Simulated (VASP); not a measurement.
Wanted: the native input for a VASP 6.6.1 run.

```
Task                   : single point
Functional             : PBE
Potentials or basis    : VASP PAW PBE potentials, release 64 (Cl, I, Rb_sv)
Cutoff                 : 520 eV
k mesh                 : 6 × 6 × 6
Occupations            : gaussian, width 0.01 eV
Spin                   : no spin polarisation
Dipole correction      : no
Further INCAR settings : ALGO = Fast; EDIFF = 1e-07; NBANDS = 24
```

The structure of Rb2ICl lies in POSCAR:

```
Rb2ICl
1.0
    2.4644112378      1.4228284916      8.1351259484
   -2.4644112378      1.4228284916      8.1351259484
    0.0000000000     -2.8456569831      8.1351259484
Cl I Rb
1 1 2
Direct
    1.0000000000      0.0000000000      0.0000000000
    0.5000000000      0.5000000000      0.5000000000
    0.2596673601      0.2596673601      0.2596673601
    0.7403326399      0.7403326399      0.7403326399
```

One way to write it, as run:

INCAR

```
PREC = Accurate ; ENCUT = 520
EDIFF = 1E-7 ; ISMEAR = 0
SIGMA = 0.01 ; LREAL = F
LASPH = T ; NELM = 100
ALGO = Fast ; ISIF = 2
LWAVE = F ; LCHARG = F
GGA = PE ; NBANDS = 24
```

KPOINTS

```
Automatic mesh
0
Gamma
  6 6 6
```

Potentials or basis: VASP PAW PBE potentials, release 64 (Cl, I, Rb_sv).

Run with:

```bash
$ cat potpaw_PBE.64/Cl/POTCAR potpaw_PBE.64/I/POTCAR potpaw_PBE.64/Rb_sv/POTCAR > POTCAR
$ mpirun -np 1 vasp_std > vasp.out
```

It gave:

* Pressure: 0.5 GPa
* Largest force: 0.019 eV/Å
* Band gap on the k mesh: 3.78 eV

Caveat: spin-orbit coupling is left out, which moves the levels of the heavy elements.

It took 6.7 min on 1 thread of AMD EPYC 9R14 (Zen 4), with other jobs on the host, peak memory 0.61 GiB.
